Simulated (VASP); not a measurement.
Wanted: the native input for a VASP 6.6.1 run.

| Property | Result |
| --- | --- |
| Task | relaxation of cell and atoms |
| Functional | BLYP |
| Dispersion | D3(BJ) |
| Potentials or basis | VASP PAW PBE potentials, release 64 (Sn_d, O) |
| Cutoff | 600 eV |
| k mesh | 6 × 6 × 6 |
| Occupations | methfessel-paxton, width 0.02 eV |
| Spin | no spin polarisation |
| Dipole correction | no |
| Further INCAR settings | ALGO = Normal; EDIFF = 1e-07; IBRION = 2; EDIFFG = -0.01; NSW = 80; ISIF = 3 |

The structure of SnO2 lies in POSCAR:

```
SnO2
1.0
   -2.0000690000      2.0000690000      5.1236790000
    2.0000690000     -2.0000690000      5.1236790000
    2.0000690000      2.0000690000     -5.1236790000
Sn O
2 4
Direct
    0.7500000000      0.2500000000      0.5000000000
    0.0000000000      0.0000000000      0.0000000000
    0.7965230000      0.7965230000      0.0000000000
    0.9534770000      0.4534770000      0.5000000000
    0.2034770000      0.2034770000      0.0000000000
    0.5465230000      0.0465230000      0.5000000000
```

One way to write it, as run:

INCAR

```
SYSTEM = SnO2
AGGAC = 1.0
AGGAX = 1.0
ALDAC = 0.0
ALDAX = 1.0
ALGO = Normal
EDIFF = 1E-7
EDIFFG = -0.01
ENCUT = 600
GGA = B5
IBRION = 2
ISIF = 3
ISMEAR = 1
IVDW = 12
LASPH = .TRUE.
LCHARG = .FALSE.
LREAL = .FALSE.
LWAVE = .FALSE.
NELM = 60
NSW = 80
PREC = Accurate
SIGMA = 0.02
VDW_A1 = 0.4298
VDW_A2 = 4.2359
VDW_S6 = 1.0
VDW_S8 = 2.6996
```

KPOINTS

```
k-points
0
G
  6 6 6
  0 0 0
```

Potentials or basis: VASP PAW PBE potentials, release 64 (Sn_d, O).

The run is started by

```bash
$ cat potpaw_PBE.64/Sn_d/POTCAR potpaw_PBE.64/O/POTCAR > POTCAR
$ mpirun -np 1 vasp_std > vasp.out
```

It gave:

The relaxed volume is 14.13 Å³/atom. The relaxed cell is a = 5.915 Å, b = 5.915 Å, c = 5.915 Å, α = 140.01°, β = 140.01°, γ = 57.84°, the space group after relaxing (to 0.1 Å) is I4_1/amd (No. 141) and the energy gained by relaxing is 8.3 meV/atom. The ionic steps are 5. The pressure after relaxing is 0.0 GPa and the largest force after relaxing is 0.004 eV/Å. The band gap on the k mesh is 1.34 eV (least direct gap 1.69 eV) and the dispersion energy per atom is -0.399 eV.

Caveat: the PAW data sets were made with another functional, which shifts forces and pressure a little; spin-orbit coupling is left out, which moves the levels of the heavy elements.

Run time: 10 min on 1 thread of AMD EPYC 9R45 96-Core Processor (Zen 5), on a shared host, peak memory 0.34 GiB.
